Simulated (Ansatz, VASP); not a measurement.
# One calculation of Pd, two programs

The input INCAR:

```
PREC = Accurate ; ENCUT = 520
EDIFF = 1E-7 ; ISMEAR = 0
SIGMA = 0.1 ; LREAL = F
LASPH = T ; NELM = 150
ALGO = Fast ; ISIF = 2
LWAVE = F ; LCHARG = F
MAGMOM = 0 0 0 ; LORBIT = 11
LSORBIT = T ; GGA_COMPAT = F
LORBMOM = T ; LMAXMIX = 4
GGA = PE ; NBANDS = 21
```

KPOINTS

```
Automatic mesh
0
Gamma
  18 18 18
```

Contents of POSCAR:

```
Pd
1.0
    0.0000000000      1.9711878716      1.9711878716
    1.9711878716      0.0000000000      1.9711878716
    1.9711878716      1.9711878716      0.0000000000
Pd
1
Direct
    0.0000000000      0.0000000000      0.0000000000
```

Input for Ansatz:

```yaml
crystal:
  lattice:
    - [0.0, 1.9711878716, 1.9711878716]
    - [1.9711878716, 0.0, 1.9711878716]
    - [1.9711878716, 1.9711878716, 0.0]
  atoms:
    - { symbol: Pd, position: [0.0, 0.0, 0.0] }
basis:
  ecutwfc: 420
kpoints:
  mp_grid: { grid: [18, 18, 18] }
  band_path:
    path:
      - [[0.0, 0.0, 0.0], [0.5, 0.0, 0.5], [0.625, 0.25, 0.625]]
      - [[0.375, 0.375, 0.75], [0.0, 0.0, 0.0], [0.5, 0.5, 0.5], [0.5, 0.25, 0.75], [0.5, 0.0, 0.5]]
    npoints: 10
hamiltonian:
  xc: pbe
scf:
  occupations: { method: gaussian, width: 0.1 }
output:
  forces: true
  stress: true
  eigenvalues: true
  populations: true
  dos: { projected: true, de: 0.02 }
  bader: false
  write_density: true
  write_potential: true
  elf: true
  volumetric_format: npy
magnetization:
  noncollinear: true
  spin_orbit: true
```

Alike in both runs: task single point; functional PBE; k mesh 18 × 18 × 18; occupations gaussian, width 0.1 eV; non-collinear spin, spin-orbit coupling.

|  | VASP | Ansatz |
| --- | --- | --- |
| version | VASP 6.6.1 | Ansatz 0.2.0 |
| potentials or method | VASP PAW PBE potentials, release 64 (Pd), cutoff 520 eV | plane waves, PAW |
| valence electrons in the cell | 10 | 18 |

|  | VASP | Ansatz | Ansatz less VASP |
| --- | --- | --- | --- |
| pressure (GPa) | -0.2 | 0.1 | +0.27 |
| net moment per atom (μB) | 0.00 | 0.00 | 0.000 |

VASP's potentials hold 10 valence electrons a cell and Ansatz's 18, so a difference there can come from the potentials and not from the codes.
